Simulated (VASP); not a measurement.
# Mn (Fd-3m) in VASP: further runs

Runs on Mn. Level: revPBE. Tasks: single point.

All numbers are computed with VASP 6.6.1; they aren't measurements. Logs are shortened: lines on timing, memory, paths and dates and some standing lists are left out, and cuts for length are marked.

## (1) The cell of the first run

Symmetry: Fd-3m, No. 227, cubic system. The conventional cell has a = 5.111 Å, b = 5.111 Å, c = 5.111 Å, α = 90.00°, β = 90.00°, γ = 90.00°. Within 2.9 Å of Mn (site symmetry -43m) lie 4 Mn at 2.21 Å.

## (2) Single point, revPBE, collinear spin, antiferromagnetic start (volume scaled by 0.92)

Contents of INCAR:

```
SYSTEM = Mn
PREC     = Accurate       ! precision mode
ENCUT    = 520            ! plane-wave cutoff, eV
EDIFF    = 1E-7           ! SCF threshold, eV
ISMEAR   = -1             ! smearing method
SIGMA    = 0.05           ! smearing width, eV
LREAL    = .FALSE.        ! projectors in reciprocal space
LASPH    = .TRUE.         ! aspherical terms in the spheres
NELM     = 150            ! most SCF steps
ALGO     = Normal         ! electronic algorithm
ISIF     = 2              ! what is computed and relaxed
LWAVE    = .FALSE.        ! write WAVECAR
LCHARG   = .FALSE.        ! write CHGCAR
ISPIN    = 2              ! spin polarisation
MAGMOM   = 2.48 -2.48     ! initial moments
LORBIT   = 11             ! projections on sites
LMAXMIX  = 4              ! l up to which the mixer works
GGA      = RE             ! functional
NBANDS   = 24             ! bands
```

Contents of KPOINTS:

```
Automatic mesh
0
G
  12 12 12
  0 0 0
```

Contents of POSCAR:

```
Mn
1.0
    0.0000000000      2.5557240627      2.5557240627
    2.5557240627      0.0000000000      2.5557240627
    2.5557240627      2.5557240627      0.0000000000
Mn
2
Direct
    0.1250000000      0.1250000000      0.1250000000
    0.8750000000      0.8750000000      0.8750000000
```

Potentials or basis: VASP PAW PBE potentials, release 64 (Mn_pv).

Run with:

```
cat potpaw_PBE.64/Mn_pv/POTCAR > POTCAR
mpirun -np 1 vasp_std > vasp.out
```

OUTCAR:

```text
SYSTEM = Mn
   PREC = Accurate
   ENCUT = 520
   EDIFF = 1E-7
   ISMEAR = -1
   LREAL = .FALSE.
   LASPH = .TRUE.
   NELM = 150
   ISIF = 2
   ISPIN = 2
   LORBIT = 11
   GGA = RE

 ion  position               nearest neighbor table
   1  0.125  0.125  0.125-   2 2.21   2 2.21   2 2.21   2 2.21
   2  0.875  0.875  0.875-   1 2.21   1 2.21   1 2.21   1 2.21

  LATTYP: Found a face centered cubic cell.
 ALAT       =     5.1114481254

  Lattice vectors:

 A1 = (   0.0000000000,   2.5557240627,   2.5557240627)
 A2 = (   2.5557240627,   0.0000000000,   2.5557240627)
 A3 = (   2.5557240627,   2.5557240627,   0.0000000000)

Analysis of symmetry for initial positions (statically):
=====================================================================
 Subroutine PRICEL returns:
 Original cell was already a primitive cell.

 Routine SETGRP: Setting up the symmetry group for a
 face centered cubic supercell.

 Subroutine GETGRP returns: Found 48 space group operations
 (whereof 12 operations were pure point group operations)
 out of a pool of 48 trial point group operations.

The static configuration has the point symmetry D_3d.
 The point group associated with its full space group is O_h .

Analysis of symmetry for dynamics (positions and initial velocities):
=====================================================================
 Subroutine PRICEL returns:
 Original cell was already a primitive cell.

 Routine SETGRP: Setting up the symmetry group for a
 face centered cubic supercell.

 Subroutine GETGRP returns: Found 48 space group operations
 (whereof 12 operations were pure point group operations)
 out of a pool of 48 trial point group operations.

The dynamic configuration has the point symmetry D_3d.
 The point group associated with its full space group is O_h .

Analysis of structural, dynamic, and magnetic symmetry:
=====================================================================
 Subroutine PRICEL returns:
 Original cell was already a primitive cell.

 Routine SETGRP: Setting up the symmetry group for a
 face centered cubic supercell.

 Subroutine GETGRP returns: Found 48 space group operations
 (whereof 12 operations were pure point group operations)
 out of a pool of 48 trial point group operations.

The overall configuration has the point symmetry D_3d.
 The point group associated with its full space group is O_h .

 Subroutine INISYM returns: Found 48 space group operations
 (whereof 12 operations are pure point group operations),
 and found     1 'primitive' translations

[... 113 lines left out ...]
     AMIX     =   0.40;   BMIX     =  1.00
     AMIX_MAG =   1.60;   BMIX_MAG =  1.00
  volume/ion in A,a.u.               =      16.69       112.65
  Fermi-wavevector in a.u.,A,eV,Ry     =   1.506175  2.846257 30.865659  2.268562
  Thomas-Fermi vector in A             =   2.616927
   LORBIT       =     11    0 simple, 1 ext, 2 COOP (PROOUT), +10 PAW based schemes
   GGA     = RE    functional components
   LHFCALC =     F    Hartree Fock is set to
   AEXX    =    0.0000 exact exchange contribution
   IVDW    =     0    specifies the selected vdW correction
   LEPSILON=     F    determine dielectric tensor
   LRPA    =     F    only Hartree local field effects (RPA)
 spin polarized calculation
  energy-cutoff  :      520.00
  volume of cell :       33.39
 maximum number of plane-waves:       934
   NGX = 13   NGY = 13   NGZ = 13

 number of electron      26.0000017 magnetization       0.0000000

 number of electron      26.0000017 magnetization      -0.0000000

 Free energy of the ion-electron system (eV)
  ---------------------------------------------------
  ext. energy  EPLUGINS =         0.00000000
  ---------------------------------------------------
  free energy    TOTEN  =       -14.70021550 eV

  energy without entropy =      -14.69545410  energy(sigma->0) =      -14.69783480

 E-fermi :   5.8680     XC(G=0): -11.1022

 val. band max:        5.8627532809   @ k =   0.0833   0.0833   0.0000
 cond. band min:       5.9282455803   @ k =   0.0833   0.0000   0.0000
 fundamental gap:      0.0654922994
 Fermi energy:         5.8680310692

 spin component 1

 k-point     1 :       0.0000    0.0000    0.0000
  band No.  band energies     occupation
      1     -43.4711      1.00000
      2     -43.4711      1.00000
      3     -43.4711      1.00000
      4     -41.0209      1.00000
      5     -41.0209      1.00000
      6     -41.0209      1.00000
[... 637 lines left out ...]
     23      21.4776      0.00000
     24      24.1441      0.00000

 [... further k-points ...]

 spin component 2

 k-point     1 :       0.0000    0.0000    0.0000
  band No.  band energies     occupation
      1     -43.4711      1.00000
      2     -43.4711      1.00000
      3     -43.4711      1.00000
      4     -41.0209      1.00000
      5     -41.0209      1.00000
      6     -41.0209      1.00000
[... 637 lines left out ...]
     23      21.4776      0.00000
     24      24.1441      0.00000

 [... further k-points ...]
[... 5 lines left out ...]
  --------------------------------------------------------------------------------------
  -------------------------------------------------------------------------------------
  Total        0.9537477      0.9537477      0.9537477     -0.0000000     -0.0000000      0.0000000
  in kB       45.7690818     45.7690818     45.7690818     -0.0000000     -0.0000000      0.0000000
  external PRESSURE =      45.7690818 kB  Pullay stress =       0.0000000 kB

 VOLUME and BASIS-vectors are now :
 -----------------------------------------------------------------------------
  energy-cutoff  :      520.00
  volume of cell :       33.39
      direct lattice vectors                 reciprocal lattice vectors
     0.000000000  2.555724063  2.555724063    -0.195639274  0.195639274  0.195639274
     2.555724063  0.000000000  2.555724063     0.195639274 -0.195639274  0.195639274
     2.555724063  2.555724063  0.000000000     0.195639274  0.195639274 -0.195639274

 POSITION                                       TOTAL-FORCE (eV/Angst)
 -----------------------------------------------------------------------------------
      0.63893      0.63893      0.63893        -0.000000     -0.000000      0.000000
      4.47252      4.47252      4.47252         0.000000      0.000000     -0.000000
 -----------------------------------------------------------------------------------
    total drift:                                0.000000      0.000000     -0.000000

  FREE ENERGIE OF THE ION-ELECTRON SYSTEM (eV)
  ---------------------------------------------------
  free  energy   TOTEN  =       -14.7002155011 eV

  energy  without entropy=      -14.6954541024  energy(sigma->0) =      -14.69783480

 total charge

# of ion       s       p       d       tot
------------------------------------------
    1        0.464   6.238   5.179  11.881
    2        0.464   6.238   5.179  11.881
--------------------------------------------------
tot          0.928  12.475  10.358  23.761

 magnetization (x)

# of ion       s       p       d       tot
------------------------------------------
    1        0.060  -0.013   2.235   2.282
    2       -0.060   0.013  -2.235  -2.282
--------------------------------------------------
tot          0.000   0.000   0.000   0.000
```

OSZICAR:

```text
N       E                     dE             d eps       ncg     rms          rms(c)
DAV:   1     0.267942720319E+03    0.26794E+03   -0.15498E+04  6920   0.138E+03
DAV:   2    -0.530397458418E+01   -0.27325E+03   -0.26169E+03  7064   0.392E+02
DAV:   3    -0.157825237892E+02   -0.10479E+02   -0.10441E+02  8008   0.906E+01
DAV:   4    -0.159033816180E+02   -0.12086E+00   -0.12085E+00  7736   0.936E+00
DAV:   5    -0.159061412610E+02   -0.27596E-02   -0.27596E-02  8128   0.141E+00    0.121E+01
DAV:   6    -0.147296814083E+02    0.11765E+01   -0.62499E+00  7808   0.295E+01    0.661E+00
DAV:   7    -0.146906091689E+02    0.39072E-01   -0.54643E-01  7648   0.854E+00    0.270E+00
DAV:   8    -0.146980737803E+02   -0.74646E-02   -0.17973E-02  7984   0.932E-01    0.989E-01
DAV:   9    -0.146998959268E+02   -0.18221E-02   -0.35710E-02  7792   0.110E+00    0.204E-01
DAV:  10    -0.147002191648E+02   -0.32324E-03   -0.14088E-03  7648   0.332E-01    0.108E-01
DAV:  11    -0.147002159906E+02    0.31742E-05   -0.34448E-05  7904   0.591E-02    0.656E-02
DAV:  12    -0.147002150346E+02    0.95604E-06   -0.21356E-05  7976   0.315E-02    0.169E-02
DAV:  13    -0.147002165543E+02   -0.15198E-05   -0.37326E-06  7376   0.155E-02    0.544E-03
DAV:  14    -0.147002160470E+02    0.50736E-06   -0.89468E-08  5728   0.276E-03    0.143E-03
DAV:  15    -0.147002156788E+02    0.36816E-06   -0.31304E-08  3816   0.151E-03    0.615E-04
DAV:  16    -0.147002155033E+02    0.17557E-06   -0.98456E-09  3752   0.836E-04    0.149E-04
DAV:  17    -0.147002155011E+02    0.21560E-08   -0.11403E-09  3616   0.343E-04
   1 F= -.14700216E+02 E0= -.14697835E+02  d E =-.476140E-02  mag=     0.0000
```

stdout:

```text
POSCAR found type information on POSCAR Mn
 POSCAR found :  1 types and       2 ions
 scaLAPACK will be used
 -----------------------------------------------------------------------------
|                                                                             |
|                                                                             |
|     You enforced a specific xc type in the INCAR file but a different       |
|     I HOPE YOU KNOW WHAT YOU ARE DOING!                                     |
|                                                                             |
 -----------------------------------------------------------------------------

 LDA part: xc-table for (Slater+PW92), standard interpolation
 POSCAR, INCAR and KPOINTS ok, starting setup
 FFT: planning ... GRIDC
 FFT: planning ... GRID_SOFT
 FFT: planning ... GRID
 WAVECAR not read
 entering main loop
```

Run time: 98 s. Hardware: 1 thread of Intel Xeon Platinum 8488C (Sapphire Rapids), shared host; peak memory 0.22 GiB.

Results:

```yaml
Free_energy: -14.7002 eV
Pressure: 4.6 GPa
Band_gap_on_the_k_mesh: zero (filled and empty bands overlap)
Net_moment: 0.00 μB per cell
Site_moments: Mn +2.28, -2.28 μB
Valence_electrons_inside_the_program's_atomic_spheres: Mn 11.88
```

Caveat: the PAW data sets were made with another functional, which shifts forces and pressure a little.

## (3) Single point, revPBE, collinear spin, antiferromagnetic start (volume scaled by 0.96)

Contents of INCAR:

```
SYSTEM = Mn
PREC = Accurate ; ENCUT = 520
EDIFF = 1E-6 ; ISMEAR = -1
SIGMA = 0.05 ; LREAL = .FALSE.
LASPH = .TRUE. ; NELM = 150
ALGO = Normal ; ISIF = 2
LWAVE = .FALSE. ; LCHARG = .FALSE.
ISPIN = 2 ; MAGMOM = 2.48 -2.48
LORBIT = 11 ; LMAXMIX = 4
GGA = RE ; NBANDS = 24
```

KPOINTS is that of step 2.

Contents of POSCAR:

```
Mn
1.0
    0.0000000000      2.5922393399      2.5922393399
    2.5922393399      0.0000000000      2.5922393399
    2.5922393399      2.5922393399      0.0000000000
Mn
2
Direct
    0.1250000000      0.1250000000      0.1250000000
    0.8750000000      0.8750000000      0.8750000000
```

Potentials or basis: VASP PAW PBE potentials, release 64 (Mn_pv).

Run with:

```
cat potpaw_PBE.64/Mn_pv/POTCAR > POTCAR
mpirun -np 1 vasp_std > vasp.out
```

Wall time 81 s (1 thread of Intel Xeon Platinum 8488C (Sapphire Rapids), shared host); peak memory 0.22 GiB.

The run converged. Its results:

- Free energy: -14.7308 eV
- Pressure: 2.1 GPa
- Band gap on the k mesh: zero (filled and empty bands overlap)
- Net moment: 0.00 μB per cell
- Site moments: Mn +2.48, -2.48 μB
- Valence electrons inside the program's atomic spheres: Mn 11.82

Levels at points of the mesh, in eV from the Fermi level:
Spin up:
| k point | band 10 | band 11 | band 12 | band 13 | band 14 | band 15 | band 16 | band 17 |
| --- | --- | --- | --- | --- | --- | --- | --- | --- |
| (0.00, 0.00, 0.00) | -2.57 | -2.57 | -2.57 | 0.12 | 0.12 | 0.12 | 1.67 | 1.67 |
| (0.50, 0.00, 0.00) | -2.46 | -2.46 | -2.38 | -1.31 | 0.59 | 0.59 | 1.46 | 1.46 |
| (0.50, 0.50, 0.00) | -2.40 | -1.80 | -1.46 | -1.15 | 0.76 | 1.54 | 1.54 | 2.04 |
Spin down:
```csv
k point,band 10,band 11,band 12,band 13,band 14,band 15,band 16,band 17
"(0.00, 0.00, 0.00)",-2.57,-2.57,-2.57,0.12,0.12,0.12,1.67,1.67
"(0.50, 0.00, 0.00)",-2.46,-2.46,-2.38,-1.31,0.59,0.59,1.46,1.46
"(0.50, 0.50, 0.00)",-2.40,-1.80,-1.46,-1.15,0.76,1.54,1.54,2.04
```

Caveat: the PAW data sets were made with another functional, which shifts forces and pressure a little.

[end of part 1 of 2]
